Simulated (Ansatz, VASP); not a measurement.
## Two plane-wave programs on CdO

POSCAR

```
CdO
1.0
    0.0000000000      2.3481500455      2.3481500455
    2.3481500455      0.0000000000      2.3481500455
    2.3481500455      2.3481500455      0.0000000000
Cd O
1 1
Direct
    0.0000000000      0.0000000000      0.0000000000
    0.5000000000      0.5000000000      0.5000000000
```

The input INCAR.step1:

```
PREC = Accurate ; ENCUT = 520
EDIFF = 1E-5 ; ISMEAR = 0
SIGMA = 0.05 ; LREAL = F
LASPH = T ; NELM = 120
ALGO = Normal ; ISIF = 2
LWAVE = T ; LCHARG = F
NBANDS = 16 ; GGA = PE
GGA_COMPAT = F
```

File INCAR.step2:

```
PREC = Accurate ; ENCUT = 520
EDIFF = 1E-6 ; ISMEAR = 0
SIGMA = 0.05 ; LREAL = F
LASPH = T ; NELM = 120
ALGO = Normal ; ISIF = 2
LWAVE = F ; LCHARG = F
GGA = PE ; LHFCALC = T
AEXX = 0.3 ; PRECFOCK = Normal
NBANDS = 16 ; ISTART = 1
GGA_COMPAT = F
```

KPOINTS

```
Automatic mesh
0
Gamma
  6 6 6
```

Input for Ansatz:

```yaml
crystal:
  lattice:
    - [0.0, 2.3481500455, 2.3481500455]
    - [2.3481500455, 0.0, 2.3481500455]
    - [2.3481500455, 2.3481500455, 0.0]
  atoms:
    - { symbol: Cd, position: [0.0, 0.0, 0.0] }
    - { symbol: O, position: [0.5, 0.5, 0.5] }
basis:
  ecutwfc: 420
  ecutrho_ratio: 4
kpoints:
  mp_grid: { grid: [6, 6, 6] }
hamiltonian:
  xc: { exchange: pbe, correlation: pbe, exx: { coeff: 0.3 } }
scf:
  occupations: { method: gaussian, width: 0.05 }
  n_extra_bands: 9
output:
  forces: true
  stress: true
  eigenvalues: true
  populations: true
  dos: { projected: true, de: 0.02 }
```

Alike in both runs: task single point; functional PBE-based global hybrid; k mesh 6 × 6 × 6; occupations gaussian, width 0.05 eV; no spin polarisation.

|  | VASP | Ansatz |
| --- | --- | --- |
| version | VASP 6.6.1 | Ansatz 0.2.0 |
| potentials or method | VASP PAW PBE potentials, release 64 (Cd, O), cutoff 520 eV | scalar-relativistic, plane waves, PAW |
| valence electrons in the cell | 18 | 26 |

|  | VASP | Ansatz | Ansatz less VASP |
| --- | --- | --- | --- |
| gap on the k mesh at the Fermi level (eV) | 2.02 | 2.02 | 0.000 |
| least direct gap on the mesh (eV) | 3.38 | 3.41 | +0.032 |
| pressure (GPa) | 1.3 | -0.3 | -1.55 |

VASP's potentials were made for PBE, not for PBE-based global hybrid. VASP's potentials hold 18 valence electrons a cell and Ansatz's 26, so a difference there can come from the potentials and not from the codes. Ansatz's warnings: stress exchange threshold loose, stress scf threshold loose.
